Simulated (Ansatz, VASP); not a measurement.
## TePb in VASP and in Ansatz

```
Pb Te
1.0
     5.38613    0.00000    0.00000
    -2.69307    4.66453    0.00000
     0.00000    0.00000    6.44102
Pb Te
2 2
Direct
  0.33333 0.66667 0.25000
  0.66667 0.33333 0.75000
  0.66667 0.33333 0.25000
  0.33333 0.66667 0.75000
```

Alike in both runs: task single point; functional r2SCAN; k mesh 6 × 6 × 4; no spin polarisation.

```csv
,VASP,Ansatz
version,VASP 6.6.1,Ansatz 0.2.0
potentials or method,"VASP PAW PBE potentials, release 64 (Pb_d, Te)","plane waves, PAW"
plane-wave cutoff (eV),520,500
occupations,"gaussian, width 0.01 eV",fixed
valence electrons in the cell,40,60
```

Ansatz gave:

* gap on the k mesh at the Fermi level (eV): 1.23
* pressure (GPa): 2.3
* traceless stress, the component that is largest in VASP (GPa): 0.11

**Question.** What did VASP give for the same quantities?

**Answer.** gap on the k mesh at the Fermi level (eV): 1.23; pressure (GPa): 2.2; traceless stress, the component that is largest in VASP (GPa): 0.11.

VASP's potentials were made for PBE, not for r2SCAN. VASP's potentials hold 40 valence electrons a cell and Ansatz's 60, so a difference there can come from the potentials and not from the codes.

Spin-orbit coupling is off throughout.
